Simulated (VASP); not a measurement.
# GaN (P6_3mc) in VASP: notebook, part 2 of 2

VASP 6.6.1. The steps go on from the part before.

### 5 Single point, r2SCAN (epitaxial xy strain -1.0%)

Contents of POSCAR:

```
GaN
1.0
    3.1513178824      0.0000000000      0.0000000000
   -1.5756589412      2.7291213415      0.0000000000
    0.0000000000      0.0000000000      5.2080976077
Ga N
2 2
Direct
    0.3333333333      0.6666666667      0.0003478194
    0.6666666667      0.3333333333      0.5003478194
    0.3333333333      0.6666666667      0.3746521806
    0.6666666667      0.3333333333      0.8746521806
```

Contents of INCAR.step1:

```
PREC = Accurate
ENCUT = 520
ISMEAR = 0
SIGMA = 0.01
LREAL = F
LASPH = T
NELM = 60
NBANDS = 26
GGA = PE
ALGO = Normal
EDIFF = 1E-4
LWAVE = T
LCHARG = F
```

Contents of INCAR.step2:

```
PREC = Accurate
ENCUT = 520
EDIFF = 1E-6
ISMEAR = 0
SIGMA = 0.01
LREAL = F
LASPH = T
NELM = 60
ALGO = Normal
ISIF = 2
LWAVE = F
LCHARG = F
METAGGA = R2SCAN
LMIXTAU = T
NBANDS = 26
ISTART = 1
```

Contents of KPOINTS:

```
Automatic mesh
0
Gamma
  12 12 6
```

Potentials or basis: VASP PAW PBE potentials, release 64 (Ga_d, N).

Run with:

```
$ cat potpaw_PBE.64/Ga_d/POTCAR potpaw_PBE.64/N/POTCAR > POTCAR
$ cp INCAR.step1 INCAR
$ mpirun -np 1 vasp_std > vasp.out
$ cp INCAR.step2 INCAR
$ mpirun -np 1 vasp_std > vasp.out
```

OUTCAR:

```text
PREC = Accurate
   ENCUT = 520
   EDIFF = 1E-6
   ISMEAR = 0
   LREAL = F
   LASPH = T
   NELM = 60
   ISIF = 2
   METAGGA = R2SCAN
   ISTART = 1

 ion  position               nearest neighbor table
   1  0.333  0.667  0.000-   4 1.93   4 1.93   4 1.93   3 1.95
   2  0.667  0.333  0.500-   3 1.93   3 1.93   3 1.93   4 1.95
   3  0.333  0.667  0.375-   2 1.93   2 1.93   2 1.93   1 1.95
   4  0.667  0.333  0.875-   1 1.93   1 1.93   1 1.93   2 1.95

  LATTYP: Found a hexagonal cell.
 ALAT       =     3.1513178824
 C/A-ratio  =     1.6526728823

  Lattice vectors:

 A1 = (   3.1513178824,   0.0000000000,   0.0000000000)
 A2 = (  -1.5756589412,   2.7291213415,   0.0000000000)
 A3 = (   0.0000000000,   0.0000000000,   5.2080976077)

Analysis of symmetry for initial positions (statically):
=====================================================================
 Subroutine PRICEL returns:
 Original cell was already a primitive cell.

 Routine SETGRP: Setting up the symmetry group for a
 hexagonal supercell.

 Subroutine GETGRP returns: Found 12 space group operations
 (whereof  6 operations were pure point group operations)
 out of a pool of 24 trial point group operations.

The static configuration has the point symmetry C_3v.
 The point group associated with its full space group is C_6v.

Analysis of symmetry for dynamics (positions and initial velocities):
=====================================================================
 Subroutine PRICEL returns:
 Original cell was already a primitive cell.

 Routine SETGRP: Setting up the symmetry group for a
 hexagonal supercell.

 Subroutine GETGRP returns: Found 12 space group operations
 (whereof  6 operations were pure point group operations)
 out of a pool of 24 trial point group operations.

The dynamic configuration has the point symmetry C_3v.
 The point group associated with its full space group is C_6v.

 Subroutine INISYM returns: Found 12 space group operations
 (whereof  6 operations are pure point group operations),
[... 119 lines left out ...]
     AMIX     =   0.40;   BMIX     =  1.00
     AMIX_MAG =   1.60;   BMIX_MAG =  1.00
  volume/ion in A,a.u.               =      11.20        75.57
  Fermi-wavevector in a.u.,A,eV,Ry     =   1.522104  2.876359 31.521978  2.316800
  Thomas-Fermi vector in A             =   2.630729
   LORBIT       =      0    0 simple, 1 ext, 2 COOP (PROOUT), +10 PAW based schemes
   METAGGA = R2SCAN    functional components
   LHFCALC =     F    Hartree Fock is set to
   AEXX    =    0.0000 exact exchange contribution
   IVDW    =     0    specifies the selected vdW correction
   LEPSILON=     F    determine dielectric tensor
   LRPA    =     F    only Hartree local field effects (RPA)
 non-spin polarized calculation
 Gauss-broadening in eV      SIGMA  =   0.01
  energy-cutoff  :      520.00
  volume of cell :       44.79
 maximum number of plane-waves:      1232
 NGX is ok and might be reduce to    24
   NGX = 11   NGY = 11   NGZ = 19

 number of electron      36.0000011 magnetization

 Free energy of the ion-electron system (eV)
  ---------------------------------------------------
  ext. energy  EPLUGINS =         0.00000000
  ---------------------------------------------------
  free energy    TOTEN  =       -43.80240004 eV

  energy without entropy =      -43.80240004  energy(sigma->0) =      -43.80240004

 E-fermi :   5.3878     XC(G=0): -12.7561

 val. band max:        5.3021776805   @ k =   0.0000   0.0000   0.0000
 cond. band min:       7.6896432764   @ k =   0.0000   0.0000   0.0000
 fundamental gap:      2.3874655958
 Fermi energy:         5.3878275341

 k-point     1 :       0.0000    0.0000    0.0000
  band No.  band energies     occupation
      1     -11.6761      2.00000
      2     -10.6338      2.00000
      3      -8.5768      2.00000
      4      -8.5566      2.00000
      5      -8.5566      2.00000
      6      -8.4869      2.00000
[... 685 lines left out ...]
     25      17.5163      0.00000
     26      19.2977      0.00000

 [... further k-points ...]

------------------------ aborting loop because EDIFF is reached ----------------------------------------

  FORCE on cell =-STRESS in cart. coord.  units (eV):
  Direction    XX          YY          ZZ          XY          YZ          ZX
  --------------------------------------------------------------------------------------
  -------------------------------------------------------------------------------------
  Total        1.6366314      1.6366314      0.2997200      0.0000000      0.0000000      0.0000000
  in kB       58.5419627     58.5419627     10.7209219      0.0000000      0.0000000      0.0000000
  external PRESSURE =      42.6016158 kB  Pullay stress =       0.0000000 kB

 VOLUME and BASIS-vectors are now :
 -----------------------------------------------------------------------------
  energy-cutoff  :      520.00
  volume of cell :       44.79
      direct lattice vectors                 reciprocal lattice vectors
     3.151317882  0.000000000  0.000000000     0.317327555  0.183209150  0.000000000
    -1.575658941  2.729121341  0.000000000     0.000000000  0.366418299  0.000000000
     0.000000000  0.000000000  5.208097608     0.000000000  0.000000000  0.192008690

 POSITION                                       TOTAL-FORCE (eV/Angst)
 -----------------------------------------------------------------------------------
     -0.00000      1.81941      0.00181         0.000000     -0.000000      0.016027
      1.57566      0.90971      2.60586        -0.000000      0.000000      0.016027
     -0.00000      1.81941      1.95123         0.000000      0.000000     -0.016027
      1.57566      0.90971      4.55527         0.000000      0.000000     -0.016027
 -----------------------------------------------------------------------------------
    total drift:                                0.000002      0.000003      0.057360

  FREE ENERGIE OF THE ION-ELECTRON SYSTEM (eV)
  ---------------------------------------------------
  free  energy   TOTEN  =       -43.8024000449 eV

  energy  without entropy=      -43.8024000449  energy(sigma->0) =      -43.80240004
```

OUTCAR.step1:

```text
PREC = Accurate
   ENCUT = 520
   ISMEAR = 0
   LREAL = F
[... 928 lines left out ...]
     -0.00000      1.81941      0.00181        -0.000000      0.000000      0.016195
      1.57566      0.90971      2.60586         0.000000     -0.000000      0.016195
     -0.00000      1.81941      1.95123         0.000000     -0.000000     -0.016195
      1.57566      0.90971      4.55527        -0.000000      0.000000     -0.016195
 -----------------------------------------------------------------------------------
    total drift:                               -0.000001     -0.000001      0.000263

  FREE ENERGIE OF THE ION-ELECTRON SYSTEM (eV)
  ---------------------------------------------------
  free  energy   TOTEN  =       -24.2576087331 eV

  energy  without entropy=      -24.2576087331  energy(sigma->0) =      -24.25760873
```

It took 2 min on 1 thread of Intel Xeon 6975P-C (Granite Rapids), shared host; peak memory 0.21 GiB.

Results:

| Item | Value |
| --- | --- |
| Free energy | -43.8024 eV |
| Pressure | 4.3 GPa |
| Largest force | 0.016 eV/Å |
| Band gap on the k mesh | 2.39 eV |

Forces on the atoms (eV/Å):
```
Ga   0.000  0.000  0.016
Ga   0.000  0.000  0.016
N    0.000  0.000 -0.016
N    0.000  0.000 -0.016
```

Levels at points of the mesh, in eV from the valence-band top:
```tsv
k point	band 14	band 15	band 16	band 17	band 18	band 19	band 20	band 21	band 22	band 23
(0.00, 0.00, 0.00)	-1.05	-1.05	-0.13	0.00	0.00	2.39	5.06	9.91	10.79	10.79
(0.50, 0.00, 0.00)	-5.51	-4.42	-2.85	-2.35	-1.07	5.71	6.16	6.46	9.40	11.09
(0.00, 0.00, 0.50)	-4.09	-0.54	-0.54	-0.54	-0.54	4.89	4.89	9.18	9.18	11.31
(0.50, 0.00, 0.50)	-6.83	-2.09	-2.09	-2.03	-2.03	4.87	4.87	8.48	8.48	10.82
```

Caveat: the cell differs from its parent crystal (epitaxial xy strain -1.0%); the cell stands under pressure; the PAW data sets were made with another functional, which shifts forces and pressure a little.

### 6 Overview

| cell | gap on the mesh (eV) | pressure (GPa) | largest force (eV/Å) |
| --- | --- | --- | --- |
| a = 3.056, b = 3.056, c = 5.284 Å, angles 90.0, 90.0, 120.0°, 4 atoms, epitaxial xy strain -4.0% | 2.41 | 15.1 | 0.02 |
| a = 3.088, b = 3.088, c = 5.258 Å, angles 90.0, 90.0, 120.0°, 4 atoms, epitaxial xy strain -3.0% | 2.42 | 11.2 | 0.02 |
| a = 3.119, b = 3.119, c = 5.233 Å, angles 90.0, 90.0, 120.0°, 4 atoms, epitaxial xy strain -2.0% | 2.41 | 7.6 | 0.02 |
| a = 3.151, b = 3.151, c = 5.208 Å, angles 90.0, 90.0, 120.0°, 4 atoms, epitaxial xy strain -1.0% | 2.39 | 4.3 | 0.02 |

Alike in all rows: task single point; level r2SCAN; potentials or basis VASP PAW PBE potentials, release 64 (Ga_d, N); no spin polarisation; k mesh 12 × 12 × 6; cutoff (eV) 520; smearing gaussian 0.01 eV.

Caveats: the cell stands under pressure; the PAW data sets were made with another functional, which shifts forces and pressure a little.

Total energies depend on the potentials used, so only differences within one code and one set of settings carry meaning.
